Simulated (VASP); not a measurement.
Write the native input for VASP 6.6.1 that does the following.

```
Task                   : single point
Functional             : PBEsol
Potentials or basis    : VASP PAW PBE potentials, release 64 (Ga_d)
Cutoff                 : 520 eV
k mesh                 : 13 × 13 × 13
Occupations            : fermi-dirac, width 0.05 eV
Spin                   : no spin polarisation
Dipole correction      : no
Further INCAR settings : ALGO = Fast; EDIFF = 1e-07; NBANDS = 12
```

The structure of Ga lies in POSCAR:

```
Ga
1.0
   -1.3656883352      1.3656883352      2.2799872528
    1.3656883352     -1.3656883352      2.2799872528
    1.3656883352      1.3656883352     -2.2799872528
Ga
1
Direct
    0.0000000000      0.0000000000      0.0000000000
```

This cell differs from its parent crystal: volume scaled by 0.96.

These files were run (other wordings do the same):

INCAR

```
PREC = Accurate
ENCUT = 520
EDIFF = 1E-7
ISMEAR = -1
SIGMA = 0.05
LREAL = F
LASPH = T
NELM = 100
ALGO = Fast
ISIF = 2
LWAVE = F
LCHARG = F
GGA = PS
NBANDS = 12
```

KPOINTS

```
regular mesh
0
Gamma
  13 13 13
```

Potentials or basis: VASP PAW PBE potentials, release 64 (Ga_d).

The run is started by

```sh
$ cat potpaw_PBE.64/Ga_d/POTCAR > POTCAR
$ mpirun -np 1 vasp_std > vasp.out
```

Results of the run:

The pressure is 2.5 GPa.

Caveat: the PAW data sets were made with another functional, which shifts forces and pressure a little.

Run time: 31 s on 1 thread of Intel(R) Xeon(R) Platinum 8259CL CPU @ 2.50GHz (Skylake/Cascade Lake), on a shared host, peak memory 0.16 GiB.
